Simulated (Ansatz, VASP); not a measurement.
**Two plane-wave programs on AlCo**

INCAR

```
SYSTEM = AlCo
ALGO = Fast ; EDIFF = 1E-6
ENCUT = 520 ; GGA = PS
ISIF = 2 ; ISMEAR = 0
LASPH = .TRUE. ; LCHARG = .FALSE.
LREAL = .FALSE. ; LWAVE = .FALSE.
NBANDS = 13 ; NELM = 100
PREC = Accurate ; SIGMA = 0.15
```

The input KPOINTS:

```
k-points
0
G
  22 22 22
  0 0 0
```

Contents of POSCAR:

```
AlCo
1.0
    2.7520208976      0.0000000000      0.0000000000
    0.0000000000      2.7520208976      0.0000000000
    0.0000000000      0.0000000000      2.8225855360
Al Co
1 1
Direct
    0.0000000000      0.0000000000      0.0000000000
    0.5000000000      0.5000000000      0.5000000000
```

Input for Ansatz:

```yaml
crystal:
  lattice:
    - [2.7520208976, 0.0, 0.0]
    - [0.0, 2.7520208976, 0.0]
    - [0.0, 0.0, 2.822585536]
  atoms:
    - { symbol: Al, position: [0.0, 0.0, 0.0] }
    - { symbol: Co, position: [0.5, 0.5, 0.5] }
basis:
  ecutwfc: 420
kpoints:
  mp_grid: { grid: [22, 22, 22] }
hamiltonian:
  xc: pbesol
scf:
  occupations: { method: gaussian, width: 0.15 }
output:
  forces: true
  stress: true
  eigenvalues: true
```

Change from the starting cell: strain -0.025 along x and y, +0.000 along z, atoms carried along.

Alike in both runs: task single point; functional PBEsol; k mesh 22 × 22 × 22; occupations gaussian, width 0.15 eV; no spin polarisation.

|  | VASP | Ansatz |
| --- | --- | --- |
| version | VASP 6.6.1 | Ansatz 0.2.0 |
| potentials or method | VASP PAW PBE potentials, release 64 (Al, Co), cutoff 520 eV | scalar-relativistic, plane waves, PAW |
| valence electrons in the cell | 12 | 20 |

```csv
,VASP,Ansatz,Ansatz less VASP
gap on the k mesh at the Fermi level (eV),none,none,-
pressure (GPa),10.5,11.1,+0.55
"traceless stress, the component that is largest in VASP (GPa)",-3.06,-3.06,-0.001
```

VASP's potentials were made for PBE, not for PBEsol. A gap of «none» marks a metal or a gap that the smearing closes. VASP's potentials hold 12 valence electrons a cell and Ansatz's 20, so a difference there can come from the potentials and not from the codes.
